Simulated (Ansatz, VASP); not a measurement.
## Two plane-wave programs on MoS2

INCAR

```
  PREC = Accurate
  ENCUT = 520
  EDIFF = 1E-8
  ISMEAR = -1
  SIGMA = 0.05
  LREAL = F
  LASPH = T
  NELM = 60
  ALGO = Normal
  ISIF = 2
  LWAVE = F
  LCHARG = F
  GGA = CA
  LEFG = T
  NBANDS = 20
```

File KPOINTS:

```
regular mesh
0
Gamma
  15 15 15
```

The input POSCAR:

```
MoS2
1.0
    1.5815003568      0.9130796567      6.0008634000
   -1.5815003568      0.9130796567      6.0008634000
    0.0000000000     -1.8261593134      6.0008634000
Mo S
1 2
Direct
    0.0000000000      0.0000000000      0.0000000000
    0.7484000000      0.7484000000      0.7484000000
    0.5849000000      0.5849000000      0.5849000000
```

Input for Ansatz:

```yaml
crystal:
  lattice:
    - [1.5815003568, 0.9130796567, 6.0008634]
    - [-1.5815003568, 0.9130796567, 6.0008634]
    - [0.0, -1.8261593134, 6.0008634]
  atoms:
    - { symbol: Mo, position: [0.0, 0.0, 0.0] }
    - { symbol: S, position: [0.7484, 0.7484, 0.7484] }
    - { symbol: S, position: [0.5849, 0.5849, 0.5849] }
kpoints:
  mp_grid: { grid: [15, 15, 15] }
scf:
  occupations: { method: fermi_dirac, width: 0.05 }
hamiltonian:
  xc: lda
  pseudopotentials: { kind: paw }
output:
  forces: true
  stress: true
  eigenvalues: true
  efg: { contact_densities: true }
  write_density: true
  write_potential: true
  elf: true
  volumetric_format: npy
```

Change from the starting cell: zz strain of -2 %, PAW files.

Alike in both runs: task electric field gradients; functional LDA; k mesh 15 × 15 × 15; occupations fermi-dirac, width 0.05 eV; no spin polarisation.

|  | VASP | Ansatz |
| --- | --- | --- |
| version | VASP 6.6.1 | Ansatz 0.2.0 |
| potentials or method | VASP PAW LDA potentials, release 64 (Mo_sv, S) | PAW with Ansatz's default frozen-core files, scalar-relativistic |
| plane-wave cutoff (eV) | 520 | 420 |
| valence electrons in the cell | 26 | 26 |

|  | VASP | Ansatz | Ansatz less VASP |
| --- | --- | --- | --- |
| pressure (GPa) | 5.2 | 5.1 | -0.10 |
| traceless stress, the component that is largest in VASP (GPa) | 7.38 | 7.42 | +0.048 |
| rms of the force components (eV/Å) | 0.707 | 0.701 | -0.0056 |
| size of Vzz on the site where it differs most (V/Å²) | 104.8 | 101.1 | -3.72 |

LDA's correlation is that of Perdew and Zunger in VASP and of Perdew and Wang (1992) in Ansatz. Atom by atom the forces differ by 0.006 eV/Å (rms over components).
